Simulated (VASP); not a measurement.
Here is a VASP 6.6.1 calculation.

Contents of INCAR:

```
SYSTEM = BAs
PREC = Accurate ; ENCUT = 600
EDIFF = 1E-6 ; ISMEAR = 0
SIGMA = 0.02 ; LREAL = .False.
LASPH = .True. ; NELM = 60
ALGO = Normal ; ISIF = 3
LWAVE = .False. ; LCHARG = .False.
GGA = PE ; IVDW = 12
IBRION = 2 ; NSW = 70
EDIFFG = -0.005
```

The input KPOINTS:

```
Automatic mesh
0
Gamma
  10 10 10
  0 0 0
```

Contents of POSCAR:

```
BAs
1.0
    0.0000000000      2.4044111665      2.4044111665
    2.4044111665      0.0000000000      2.4044111665
    2.4044111665      2.4044111665      0.0000000000
B As
1 1
Direct
    0.0000000000      0.0000000000      0.0000000000
    0.2500000000      0.2500000000      0.2500000000
```

Potentials or basis: VASP PAW PBE potentials, release 64 (B, As).

The run is started by

```bash
$ cat potpaw_PBE.64/B/POTCAR potpaw_PBE.64/As/POTCAR > POTCAR
$ mpirun -np 1 vasp_std > vasp.out
```

**Question.** What does it give for the relaxed cell?

**Answer.** a = 3.374 Å, b = 3.374 Å, c = 3.374 Å, α = 60.00°, β = 60.00°, γ = 60.00°.

**Question.** Estimate the relaxed volume.

**Answer.** 13.58 Å³/atom.

**Question.** What does it give for the band gap on the k mesh?

**Answer.** 1.17 eV, indirect (least direct gap 3.28 eV).

**Question.** Estimate the space group after relaxing (to 0.05 Å).

**Answer.** F-43m (No. 216).

Final structure:
```
B As
1.0
     0.00000    2.38588    2.38588
     2.38588    0.00000    2.38588
     2.38588    2.38588    0.00000
B As
1 1
Direct
  0.00000 0.00000 0.00000
  0.25000 0.25000 0.25000
```

A k mesh can miss the band edges.
